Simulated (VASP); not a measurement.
Write the native input for VASP 6.6.1 that does the following.

```yaml
Task: single point
Functional: PBE
Potentials_or_basis: VASP PAW PBE potentials, release 64 (In_d, B, As_d)
Cutoff: 560 eV
k_mesh: 6 × 6 × 4
Occupations: gaussian, width 0.1 eV
Spin: no spin polarisation
Dipole_correction: no
Further_INCAR_settings: ALGO = Normal; EDIFF = 1e-06; NBANDS = 46
```

The structure of In2BAs3 lies in POSCAR:

```
In2BAs3
1.0
    4.7285827400      0.0000000000      0.0000000000
   -2.3642913700      4.0950727800      0.0000000000
    0.0000000000      0.0000000000      6.8742569000
In B As
2 1 3
Direct
    0.0000000000      0.0000000000      0.7844641100
    0.0000000000      0.0000000000      0.2155358900
    0.0000000000      0.0000000000      0.5000000000
    0.5000000000      0.0000000000      0.0000000000
    0.0000000000      0.5000000000      0.0000000000
    0.5000000000      0.5000000000      0.0000000000
```

The cell was generated, and may not be a known phase.

These files were run (other wordings do the same):

INCAR

```
SYSTEM = In2BAs3
ALGO = Normal
EDIFF = 1E-6
ENCUT = 560
GGA = PE
GGA_COMPAT = .FALSE.
ISIF = 2
ISMEAR = 0
LASPH = .TRUE.
LCHARG = .TRUE.
LELF = .TRUE.
LREAL = .FALSE.
LVHAR = .TRUE.
LWAVE = .FALSE.
NBANDS = 46
NELM = 120
PREC = Accurate
SIGMA = 0.1
```

KPOINTS

```
k-points
0
G
  6 6 4
  0 0 0
```

Potentials or basis: VASP PAW PBE potentials, release 64 (In_d, B, As_d).

Run with:

```console
$ cat potpaw_PBE.64/In_d/POTCAR potpaw_PBE.64/B/POTCAR potpaw_PBE.64/As_d/POTCAR > POTCAR
$ mpirun -np 1 vasp_std > vasp.out
```

Results of the run:

```json
{
  "Pressure": "33.1 GPa",
  "Largest force": "0.311 eV/Å",
  "Band gap on the k mesh": "zero (bands 37 and 38 overlap by 1.06 eV)"
}
```

Caveat: the cell stands under pressure; spin-orbit coupling is left out, which moves the levels of the heavy elements.

Run time: 2.4 min on 1 thread of Intel(R) Xeon(R) Platinum 8259CL CPU @ 2.50GHz (Skylake/Cascade Lake), on a shared host, peak memory 0.32 GiB.
